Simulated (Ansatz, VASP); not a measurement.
**Zr: VASP beside Ansatz**

INCAR

```
PREC     = Accurate       # precision mode
ENCUT    = 520            # plane-wave cutoff, eV
EDIFF    = 1E-8           # SCF threshold, eV
ISMEAR   = -1             # smearing method
SIGMA    = 0.08           # smearing width, eV
LREAL    = False          # projectors in reciprocal space
LASPH    = True           # aspherical terms in the spheres
NELM     = 60             # most SCF steps
ALGO     = Normal         # electronic algorithm
ISIF     = 2              # what is computed and relaxed
LWAVE    = False          # write WAVECAR
LCHARG   = False          # write CHGCAR
GGA      = PS             # functional
LEFG     = True         
NBANDS   = 12             # bands
```

Contents of KPOINTS:

```
Automatic mesh
0
Gamma
  14 14 14
```

File POSCAR:

```
Zr
1.0
   -1.8219871043      1.8219871043      1.8219871043
    1.8219871043     -1.8219871043      1.8219871043
    1.8219871043      1.8219871043     -1.8219871043
Zr
1
Direct
    0.0000000000      0.0000000000      0.0000000000
```

Input for Ansatz:

```yaml
crystal:
  lattice:
    - [-1.8219871043, 1.8219871043, 1.8219871043]
    - [1.8219871043, -1.8219871043, 1.8219871043]
    - [1.8219871043, 1.8219871043, -1.8219871043]
  atoms:
    - { symbol: Zr, position: [0.0, 0.0, 0.0] }
kpoints:
  mp_grid: { grid: [14, 14, 14] }
scf:
  occupations: { method: fermi_dirac, width: 0.08 }
hamiltonian:
  xc: pbesol
  pseudopotentials: { kind: all_electron, datasets: crystal }
output:
  forces: true
  stress: true
  eigenvalues: true
  efg: { contact_densities: true }
```

Change from the starting cell: volume scaled by 1.02, crystal datasets.

Alike in both runs: task electric field gradients; functional PBEsol; k mesh 14 × 14 × 14; occupations fermi-dirac, width 0.08 eV; no spin polarisation.

|  | VASP | Ansatz |
| --- | --- | --- |
| version | VASP 6.6.1 | Ansatz 0.2.0 |
| potentials or method | VASP PAW PBE potentials, release 64 (Zr_sv), cutoff 520 eV | all-electron PAW with datasets made for the crystal, scalar-relativistic |

```tsv
	VASP	Ansatz	Ansatz less VASP
pressure (GPa)	-8.0	-8.0	-0.03
```

VASP's potentials were made for PBE, not for PBEsol. Ansatz ran all-electron here, and VASP with PAW potentials.
